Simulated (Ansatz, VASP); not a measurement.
**One calculation of InAs, two programs**

```
As In
1.0
     4.30449    0.00000    0.00000
    -2.15224    3.72780    0.00000
     0.00000    0.00000   26.42245
As In
4 4
Direct
  0.00000 0.00000 0.28160
  0.33333 0.66667 0.41778
  0.66667 0.33333 0.55137
  0.00000 0.00000 0.68619
  0.33333 0.66667 0.31484
  0.66667 0.33333 0.44905
  0.00000 0.00000 0.58289
  0.33333 0.66667 0.71628
```

Alike in both runs: functional PBEsol; k mesh 9 × 9 × 1; occupations gaussian, width 0.1 eV; no spin polarisation.

Ansatz relaxed the structure, and its values are those at the end. VASP's run is a single point on that final structure, the one shown.

```csv
,VASP,Ansatz
version,VASP 6.6.1,Ansatz 0.2.0
potentials or method,"VASP PAW PBE potentials, release 64 (As, In_d), cutoff 520 eV","scalar-relativistic, plane waves, PAW"
valence electrons in the cell,72,112
```

Ansatz gave:

* gap on the k mesh at the Fermi level (eV): none
* rms of the force components (eV/Å): 0.001

Question: Estimate VASP's values.

Answer: gap on the k mesh at the Fermi level (eV): none; rms of the force components (eV/Å): 0.004.

VASP's potentials were made for PBE, not for PBEsol. A gap of «none» marks a metal or a gap that the smearing closes. VASP's potentials hold 72 valence electrons a cell and Ansatz's 112, so a difference there can come from the potentials and not from the codes. Ansatz's warnings: xc potential rough in thin density.
